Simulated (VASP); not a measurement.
# Ge (I4_1/amd) in VASP: a series of runs

Ge is run at these levels: PBE; tasks: single point.

All numbers are computed with VASP 6.6.1; they aren't measurements. Logs are shortened: lines on timing, memory, paths and dates and some standing lists are left out, and cuts for length are marked.

### 1 The cell of the first run

The structure is tetragonal, space group I4_1/amd (No. 141). The conventional cell has a = 3.854 Å, b = 3.854 Å, c = 2.080 Å, α = 90.00°, β = 90.00°, γ = 90.00°. Ge (site symmetry -4m2) has 10 Ge at 2.00 to 2.48 Å within 2.6 Å.

### 2 Single point, PBE (7.72 Å³/atom)

Contents of INCAR:

```
SYSTEM = Ge
PREC = Accurate
ENCUT = 520
EDIFF = 1E-6
ISMEAR = -1
SIGMA = 0.1
LREAL = .False.
LASPH = .True.
NELM = 100
ALGO = Normal
ISIF = 2
LWAVE = .False.
LCHARG = .True.
GGA = PE
LELF = .True.
LVHAR = .True.
NBANDS = 21
```

Contents of KPOINTS:

```
regular mesh
0
Gamma
  17 17 17
  0 0 0
```

Contents of POSCAR:

```
Ge
1.0
   -1.9269744595      1.9269744595      1.0401012750
    1.9269744595     -1.9269744595      1.0401012750
    1.9269744595      1.9269744595     -1.0401012750
Ge
2
Direct
   -0.3750000000     -0.1250000000     -0.2500000000
    0.3750000000      0.1250000000      0.2500000000
```

Potentials or basis: VASP PAW PBE potentials, release 64 (Ge_d).

Command:

```bash
$ cat potpaw_PBE.64/Ge_d/POTCAR > POTCAR
$ mpirun -np 1 vasp_std > vasp.out
```

OUTCAR:

```text
SYSTEM = Ge
   PREC = Accurate
   ENCUT = 520
   EDIFF = 1E-6
   ISMEAR = -1
   LREAL = .False.
   LASPH = .True.
   NELM = 100
   ISIF = 2
   GGA = PE

 ion  position               nearest neighbor table
   1  0.625  0.875  0.750-   2 2.00   2 2.00   2 2.00   2 2.00   2 2.48   2 2.48   2 2.48   2 2.48

   2  0.375  0.125  0.250-   1 2.00   1 2.00   1 2.00   1 2.00   1 2.48   1 2.48   1 2.48   1 2.48

  LATTYP: Found a body centered tetragonal cell.
 ALAT       =     3.8539489190
 C/A-ratio  =     0.5397587238

  Lattice vectors:

 A1 = (  -1.9269744595,   1.9269744595,   1.0401012750)
 A2 = (   1.9269744595,  -1.9269744595,   1.0401012750)
 A3 = (   1.9269744595,   1.9269744595,  -1.0401012750)

Analysis of symmetry for initial positions (statically):
=====================================================================
 Subroutine PRICEL returns:
 Original cell was already a primitive cell.

 Routine SETGRP: Setting up the symmetry group for a
 body centered tetragonal supercell.

 Subroutine GETGRP returns: Found 16 space group operations
 (whereof  4 operations were pure point group operations)
 out of a pool of 16 trial point group operations.

The static configuration has the point symmetry C_2h.
 The point group associated with its full space group is D_4h.

Analysis of symmetry for dynamics (positions and initial velocities):
=====================================================================
 Subroutine PRICEL returns:
 Original cell was already a primitive cell.

 Routine SETGRP: Setting up the symmetry group for a
 body centered tetragonal supercell.

 Subroutine GETGRP returns: Found 16 space group operations
 (whereof  4 operations were pure point group operations)
 out of a pool of 16 trial point group operations.

The dynamic configuration has the point symmetry C_2h.
 The point group associated with its full space group is D_4h.

 Subroutine INISYM returns: Found 16 space group operations
 (whereof  4 operations are pure point group operations),
 and found     1 'primitive' translations

----------------------------------------------------------------------------------------

                                     Primitive cell

  volume of cell :      15.4485

  direct lattice vectors                    reciprocal lattice vectors
    -1.926974460  1.926974460  1.040101275     0.000000000  0.259474119  0.480722418
     1.926974460 -1.926974460  1.040101275     0.259474119  0.000000000  0.480722418
     1.926974460  1.926974460 -1.040101275     0.259474119  0.259474119  0.000000000

  length of vectors
     2.916894204  2.916894204  2.916894204     0.546279106  0.546279106  0.366951818

  position of ions in fractional coordinates (direct lattice)
     0.625000000  0.875000000  0.750000000
     0.375000000  0.125000000  0.250000000

  ion indices of the primitive-cell ions
   primitive index   ion index
                 1           1
                 2           2

----------------------------------------------------------------------------------------

 KPOINTS: regular mesh

Automatic generation of k-mesh.
 Grid dimensions read from file:
 generate k-points for:   17   17   17

 Generating k-lattice:

  Cartesian coordinates                     Fractional coordinates (reciprocal lattice)
     0.000000000  0.015263183  0.028277789     0.058823529  0.000000000  0.000000000
     0.015263183  0.000000000  0.028277789     0.000000000  0.058823529  0.000000000
     0.015263183  0.015263183  0.000000000     0.000000000  0.000000000  0.058823529

  Length of vectors
     0.032134065  0.032134065  0.021585401

  Shift w.r.t. Gamma in fractional coordinates (k-lattice)
     0.000000000  0.000000000  0.000000000

 Subroutine IBZKPT returns following result:
 ===========================================

 Found    405 irreducible k-points:

 Following reciprocal coordinates:
            Coordinates               Weight
  0.000000  0.000000  0.000000      1.000000
  0.058824  0.000000 -0.000000      8.000000
  0.117647  0.000000 -0.000000      8.000000
  0.176471  0.000000 -0.000000      8.000000
  0.235294  0.000000 -0.000000      8.000000
  0.294118  0.000000 -0.000000      8.000000
[... 16 lines left out ...]
 -0.176471  0.058824  0.000000     16.000000
 -0.117647  0.058824  0.000000     16.000000
 [... further k-points ...]
   k-points           NKPTS =    405   k-points in BZ     NKDIM =    405   number of bands    NBANDS=     21
   number of dos      NEDOS =    301   number of ions     NIONS =      2
   total plane-waves  NPLWV =  13824
   dimension x,y,z NGX =    24 NGY =   24 NGZ =   24
   dimension x,y,z NGXF=    48 NGYF=   48 NGZF=   48
   ions per type =               2
   NGX,Y,Z   is equivalent  to a cutoff of  13.68, 13.68, 13.68 a.u.
   NGXF,Y,Z  is equivalent  to a cutoff of  27.36, 27.36, 27.36 a.u.
 SYSTEM =  Ge
   PREC   = accura    normal or accurate (medium, high low for compatibility)
   ISTART =      0    job   : 0-new  1-cont  2-samecut
   ICHARG =      2    charge: 1-file 2-atom 10-const
   ISPIN  =      1    spin polarized calculation?
   LNONCOLLINEAR =      F non collinear calculations
   LSORBIT =      F    spin-orbit coupling
   LASPH  =      T    aspherical Exc in radial PAW
   ENCUT  =  520.0 eV  38.22 Ry    6.18 a.u.   5.42  5.42  5.42*2*pi/ulx,y,z
   NELM   =    100;   NELMIN=  2; NELMDL= -5     # of ELM steps
   EDIFF  = 0.1E-05   stopping-criterion for ELM
   LREAL  =      F    real-space projection
   EDIFFG = 0.1E-04   stopping-criterion for IOM
   NSW    =      0    number of steps for IOM
   IBRION =     -1    ionic relax: 0-MD 1-quasi-New 2-CG
   NFREE  =      0    steps in history (QN), initial steepest desc. (CG)
   ISIF   =      2    stress and relaxation
   ISYM   =      2    0-nonsym 1-usesym 2-fastsym
   POTIM  = 0.5000    time-step for ionic-motion
   TEBEG  =    0.0;   TEEND  =   0.0 temperature during run
   PSTRESS=    0.0 pullay stress
   NELECT =      28.0000    total number of electrons
   NUPDOWN=      -1.0000    fix difference up-down
   EMIN   =  10.00;   EMAX   =-10.00  energy-range for DOS
   EFERMI =   0.00;   METHOD = LEGACY
   ISMEAR =    -1;   SIGMA  =   0.10  broadening in eV -4-tet -1-fermi 0-gaus
   EFERMI_NEDOS =   21; number of points for ismear=-14 and -15
   IALGO  =     38    algorithm
   IMIX   =      4    mixing-type and parameters
     AMIX     =   0.40;   BMIX     =  1.00
     AMIX_MAG =   1.60;   BMIX_MAG =  1.00
  volume/ion in A,a.u.               =       7.72        52.13
  Fermi-wavevector in a.u.,A,eV,Ry     =   1.996020  3.771932 54.206942  3.984098
  Thomas-Fermi vector in A             =   3.012565
   LORBIT       =      0    0 simple, 1 ext, 2 COOP (PROOUT), +10 PAW based schemes
   GGA     = PE    functional components
   LHFCALC =     F    Hartree Fock is set to
   AEXX    =    0.0000 exact exchange contribution
   IVDW    =     0    specifies the selected vdW correction
   LEPSILON=     F    determine dielectric tensor
   LRPA    =     F    only Hartree local field effects (RPA)
 non-spin polarized calculation
  energy-cutoff  :      520.00
  volume of cell :       15.45
 maximum number of plane-waves:       436
 NGX is ok and might be reduce to    24
   NGX = 11   NGY = 11   NGZ = 11

 number of electron      28.0000001 magnetization

 Free energy of the ion-electron system (eV)
  ---------------------------------------------------
  ext. energy  EPLUGINS =         0.00000000
  ---------------------------------------------------
  free energy    TOTEN  =         7.51384508 eV

  energy without entropy =        7.52783720  energy(sigma->0) =        7.52084114

 E-fermi :  22.2909     XC(G=0): -16.6175

 val. band max:       22.2802784278   @ k =  -0.0588  -0.3529   0.0588
 cond. band min:      22.2955986325   @ k =   0.4706   0.0000  -0.0000
 fundamental gap:      0.0153202047
 Fermi energy:        22.2909304879

 k-point     1 :       0.0000    0.0000    0.0000
  band No.  band energies     occupation
      1      -6.6726      2.00000
      2      -6.5322      2.00000
      3      -6.2059      2.00000
      4      -6.1921      2.00000
      5      -4.9646      2.00000
      6      -4.9646      2.00000
[... 13 lines left out ...]
     20      41.0651      0.00000
     21      41.1599      0.00000

 k-point     2 :       0.0588    0.0000   -0.0000
  band No.  band energies     occupation
      1      -6.6635      2.00000
      2      -6.5061      2.00000
      3      -6.1681      2.00000
      4      -6.1327      2.00000
      5      -5.0401      2.00000
      6      -5.0358      2.00000
[... 13 lines left out ...]
     20      38.8164      0.00000
     21      39.5559      0.00000

 k-point     3 :       0.1176    0.0000   -0.0000
  band No.  band energies     occupation
      1      -6.6314      2.00000
      2      -6.4315      2.00000
      3      -6.0686      2.00000
      4      -5.9729      2.00000
      5      -5.1790      2.00000
      6      -5.1456      2.00000
[... 13 lines left out ...]
     20      37.1293      0.00000
     21      38.1304      0.00000

 k-point     4 :       0.1765    0.0000   -0.0000
  band No.  band energies     occupation
      1      -6.5747      2.00000
      2      -6.3205      2.00000
      3      -5.9550      2.00000
      4      -5.7607      2.00000
      5      -5.3497      2.00000
      6      -5.2219      2.00000
[... 13 lines left out ...]
     20      36.4717      0.00000
     21      38.0604      0.00000

 k-point     5 :       0.2353    0.0000   -0.0000
  band No.  band energies     occupation
      1      -6.5056      2.00000
      2      -6.1983      2.00000
      3      -5.9080      2.00000
      4      -5.5864      2.00000
      5      -5.5187      2.00000
      6      -5.2011      2.00000
[... 13 lines left out ...]
     20      35.1213      0.00000
     21      39.3810      0.00000

 k-point     6 :       0.2941    0.0000   -0.0000
  band No.  band energies     occupation
      1      -6.4467      2.00000
      2      -6.1200      2.00000
      3      -5.9321      2.00000
      4      -5.6237      2.00000
      5      -5.6078      2.00000
      6      -5.1593      2.00000
[... 13 lines left out ...]
     20      34.1243      0.00000
     21      41.0416      0.00000

 k-point     7 :       0.3529    0.0000   -0.0000
  band No.  band energies     occupation
      1      -6.4166      2.00000
      2      -6.1471      2.00000
      3      -5.9466      2.00000
      4      -5.7725      2.00000
      5      -5.5995      2.00000
      6      -5.2450      2.00000
[... 13 lines left out ...]
     20      33.7456      0.00000
     21      43.0087      0.00000
[... 291 lines left out ...]
      1      -6.4109      2.00000
      2      -6.0852      2.00000
      3      -5.9479      2.00000
      4      -5.7162      2.00000
      5      -5.5472      2.00000
      6      -5.2007      2.00000
[... 13 lines left out ...]
     20      35.3013      0.00000
     21      40.4435      0.00000

 k-point    21 :      -0.2941    0.0588    0.0000
  band No.  band energies     occupation
      1      -6.4632      2.00000
      2      -6.1398      2.00000
      3      -5.9465      2.00000
      4      -5.6649      2.00000
      5      -5.4674      2.00000
      6      -5.1636      2.00000
[... 13 lines left out ...]
     20      36.3014      0.00000
     21      38.9481      0.00000

 k-point    22 :      -0.2353    0.0588    0.0000
  band No.  band energies     occupation
      1      -6.5318      2.00000
      2      -6.2587      2.00000
      3      -5.9900      2.00000
      4      -5.8037      2.00000
      5      -5.3228      2.00000
      6      -5.1515      2.00000
[... 13 lines left out ...]
     20      37.2645      0.00000
     21      38.1453      0.00000

 k-point    23 :      -0.1765    0.0588    0.0000
  band No.  band energies     occupation
      1      -6.5945      2.00000
      2      -6.3779      2.00000
      3      -6.0892      2.00000
      4      -5.9985      2.00000
      5      -5.1665      2.00000
      6      -5.1057      2.00000
[... 13 lines left out ...]
     20      37.4982      0.00000
     21      39.4341      0.00000

 k-point    24 :      -0.1176    0.0588    0.0000
  band No.  band energies     occupation
      1      -6.6370      2.00000
      2      -6.4675      2.00000
      3      -6.1795      2.00000
      4      -6.1467      2.00000
      5      -5.0382      2.00000
      6      -5.0183      2.00000
[... 13 lines left out ...]
     20      40.0087      0.00000
     21      40.8313      0.00000

 [... further k-points ...]

------------------------ aborting loop because EDIFF is reached ----------------------------------------

  FORCE on cell =-STRESS in cart. coord.  units (eV):
  Direction    XX          YY          ZZ          XY          YZ          ZX
  --------------------------------------------------------------------------------------
  -------------------------------------------------------------------------------------
  Total       50.4670903     50.4670903     50.1228159      0.0000000      0.0000000      0.0000000
  in kB     5233.9709890   5233.9709890   5198.2661015      0.0000000      0.0000000      0.0000000
  external PRESSURE =    5222.0693599 kB  Pullay stress =       0.0000000 kB

 VOLUME and BASIS-vectors are now :
 -----------------------------------------------------------------------------
  energy-cutoff  :      520.00
  volume of cell :       15.45
      direct lattice vectors                 reciprocal lattice vectors
    -1.926974460  1.926974460  1.040101275     0.000000000  0.259474119  0.480722418
     1.926974460 -1.926974460  1.040101275     0.259474119  0.000000000  0.480722418
     1.926974460  1.926974460 -1.040101275     0.259474119  0.259474119  0.000000000

 POSITION                                       TOTAL-FORCE (eV/Angst)
 -----------------------------------------------------------------------------------
      1.92697      0.96349      0.78008         0.000000     -0.000000     -0.000000
      0.00000      0.96349      0.26003        -0.000000      0.000000      0.000000
 -----------------------------------------------------------------------------------
    total drift:                               -0.000000      0.000000      0.000000

  FREE ENERGIE OF THE ION-ELECTRON SYSTEM (eV)
  ---------------------------------------------------
  free  energy   TOTEN  =         7.5138450772 eV

  energy  without entropy=        7.5278372015  energy(sigma->0) =        7.52084114
```

It took 3.5 min on 1 thread of Intel Xeon 8259CL, shared host; peak memory 0.22 GiB.

What came out:

```
Free energy            : 7.5138 eV
Pressure               : 522.2 GPa
Band gap on the k mesh : zero (bands 14 and 15 overlap by 12.11 eV)
```

Levels at points of the mesh, in eV from the Fermi level:
```
           k point  band 12  band 13  band 14  band 15  band 16  band 17
(0.00, 0.00, 0.00)    -6.62    -6.62    -0.51    -0.02    13.98    13.98
```

Caveat: the cell stands under pressure.

[end of part 1 of 2]
